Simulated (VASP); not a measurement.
**SrCl2: single point with PBEsol**

SrCl2:

```
Sr Cl
1.0
     7.19602    3.59801   -3.59801
     3.59801    7.19602    3.59801
     7.19602   -3.59801    3.59801
Sr Cl
6 12
Cartesian
  7.2113 0.0547 0.0529
  10.4960 3.6078 0.0661
  0.1511 -0.0791 -0.0598
  3.5677 3.5088 -0.1154
  7.2756 7.1599 -0.0639
  7.1803 3.6261 3.6203
  9.0351 1.7949 1.9855
  12.5788 5.3159 1.8786
  9.0410 5.4094 -1.6873
  5.0276 5.5299 1.5676
  5.3897 1.6834 -1.9341
  8.7600 5.6317 5.1458
  12.8069 5.3261 5.5141
  12.6886 1.7667 1.6418
  8.6932 1.9381 -1.8265
  5.5034 1.9662 1.9304
  9.2177 5.5313 1.9999
  9.0961 1.7598 5.7244
```

This cell differs from its parent crystal: dynamics (nvt langevin) at 2600 K, volume x 1.1, from the last frame before.

| Quantity | Value |
| --- | --- |
| Program | VASP 6.6.1 |
| Task | single point |
| Functional | PBEsol |
| Potentials or basis | VASP PAW PBE potentials, release 64 (Sr_sv, Cl) |
| Cutoff | 400 eV |
| k mesh | 2 × 2 × 1, shifted |
| Occupations | fermi-dirac, width 0.2241 eV |
| Spin | no spin polarisation |

```yaml
Pressure: -2.4 GPa
Largest_force: 1.048 eV/Å
Band_gap_on_the_k_mesh: 4.93 eV
```

Forces on the atoms (eV/Å):
```
Sr  -0.146  0.030  0.006
Sr   0.668  0.011  0.081
Sr  -0.650  0.494  0.025
Sr   0.511  0.128  0.302
Sr  -0.237  0.102  0.080
Sr   0.033 -0.057  0.229
Cl  -0.090  0.128 -0.227
Cl   0.196  0.289 -0.022
Cl   0.052  0.011 -0.160
Cl   0.873 -0.165 -0.094
Cl  -0.031  0.224  0.688
Cl  -0.059 -0.071  0.480
Cl  -0.522  0.011 -0.147
Cl  -0.115 -0.111 -0.017
Cl   0.688 -0.457  0.441
Cl  -0.087 -0.074 -0.256
Cl  -0.594 -0.591 -0.629
Cl  -0.491  0.097 -0.780
```

Stress tensor (GPa, compression positive):
```
-2.44  0.07  0.13
 0.07 -2.61 -0.04
 0.13 -0.04 -2.28
```

Levels at points of the mesh, in eV from the valence-band top:
| k point | band 69 | band 70 | band 71 | band 72 | band 73 | band 74 | band 75 | band 76 |
| --- | --- | --- | --- | --- | --- | --- | --- | --- |
| (0.25, 0.25, 0.00) | -0.20 | -0.14 | -0.05 | 0.00 | 4.93 | 5.57 | 5.72 | 5.84 |

Run time: 2.9 min on 1 thread of Intel(R) Xeon(R) Platinum 8259CL CPU @ 2.50GHz (Skylake/Cascade Lake) (shared host), peak memory 0.47 GiB.

Caveat: the atoms stand as in a frame of molecular dynamics; the PAW data sets were made with another functional, which shifts forces and pressure a little; a shifted mesh leaves out Γ, where band edges can lie. A k mesh can miss the band edges.
